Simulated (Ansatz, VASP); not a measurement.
# HfN in VASP and in Ansatz

```
CELL_PARAMETERS angstrom
3.11287 0.00000 0.00000
-1.55644 2.69583 0.00000
0.00000 0.00000 5.38041
ATOMIC_POSITIONS crystal
Hf 0.33333 0.66667 0.25000
Hf 0.66667 0.33333 0.75000
N 0.00000 0.00000 0.50000
N 0.00000 0.00000 0.00000
```

Alike in both runs: task single point; functional r2SCAN; k mesh 10 × 10 × 5; occupations fermi-dirac, width 0.05 eV; no spin polarisation.

```csv
,VASP,Ansatz
version,VASP 6.6.1,Ansatz 0.2.0
potentials or method,"VASP PAW PBE potentials, release 64 (Hf_pv, N)",Ansatz PAW
plane-wave cutoff (eV),520,500
valence electrons in the cell,30,62
```

Ansatz gave:

* gap on the k mesh at the Fermi level (eV): none
* pressure (GPa): 8.2
* traceless stress, the component that is largest in VASP (GPa): -0.24

What did VASP give for the same quantities?

gap on the k mesh at the Fermi level (eV): none; pressure (GPa): 5.6; traceless stress, the component that is largest in VASP (GPa): -0.10.

VASP's potentials were made for PBE, not for r2SCAN. A gap of «none» marks a metal or a gap that the smearing closes. VASP's potentials hold 30 valence electrons a cell and Ansatz's 62, so a difference there can come from the potentials and not from the codes.

Spin-orbit coupling is off throughout.
